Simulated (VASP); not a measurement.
Runs of VASP 6.6.1 on Re. The structure is that of space group P6_3/mmc (No. 194), or close to it. The cells are those of the table. 

```csv
task,level,potentials or basis,spin,cell,k mesh,cutoff (eV),smearing,gap on the mesh (eV),pressure (GPa)
single point,RPBE,"VASP PAW PBE potentials, release 64 (Re)",off,"a = 2.783, b = 2.783, c = 9.004 Å, angles 90.0, 90.0, 120.0°, 4 atoms",11 × 11 × 3,520,fermi-dirac 0.05 eV,none,-0.7
single point,PBE,"VASP PAW PBE potentials, release 64 (Re)",off,"a = 2.774, b = 2.774, c = 8.973 Å, angles 90.0, 90.0, 120.0°, 4 atoms",11 × 11 × 3,520,fermi-dirac 0.05 eV,none,-0.7
single point,PBEsol,"VASP PAW PBE potentials, release 64 (Re)","non-collinear, zero start, SOC","a = 2.766, b = 2.766, c = 8.939 Å, angles 90.0, 90.0, 120.0°, 4 atoms",11 × 11 × 3,520,fermi-dirac 0.05 eV,-,(b)
single point,PBE,"VASP PAW PBE potentials, release 64 (Re)",off,"a = 2.739, b = 2.759, c = 8.939 Å, angles 90.0, 90.0, 119.8°, 4 atoms",8 × 8 × 3,520,fermi-dirac 0.05 eV,none,7.2
single point,PBE,"VASP PAW PBE potentials, release 64 (Re)",off,"a = 2.775, b = 2.775, c = 8.974 Å, angles 90.0, 90.0, 120.0°, 4 atoms",11 × 11 × 3,520,fermi-dirac 0.05 eV,none,(a)
single point,LDA,"VASP PAW LDA potentials, release 64 (Re_sv_GW)",off,"a = 2.748, b = 2.748, c = 8.879 Å, angles 90.0, 90.0, 120.0°, 4 atoms",11 × 11 × 3,500,fermi-dirac 0.05 eV,none,-6.2
single point,PBE,"VASP PAW PBE potentials, release 64 (Re)",off,"a = 2.766, b = 2.766, c = 8.939 Å, angles 90.0, 90.0, 120.0°, 4 atoms",11 × 11 × 3,520,gaussian 0.013 eV,none,3.0
relaxation of cell and atoms,RPBE,"VASP PAW PBE potentials, release 64 (Re)",off,"relaxed from a = 2.766, b = 2.766, c = 8.939 Å, angles 90.0, 90.0, 120.0°, 4 atoms",8 × 8 × 3,600,fermi-dirac 0.05 eV,none,0.0
```

Question: Estimate the missing entries.

Answer: (a) -0.8; (b) -6.1.

Caveats: spin-orbit coupling is left out, which moves the levels of the heavy elements (at least some runs); the PAW data sets were made with another functional, which shifts forces and pressure a little (at least some runs); the cell stands under tension (at least some runs); the cell stands under pressure (at least some runs).

A k mesh can miss the band edges, and rows without SOC leave out spin-orbit coupling on Re.

A gap of «none» marks levels without a gap at the run's occupations.

The runs don't all hold the same shells in valence.
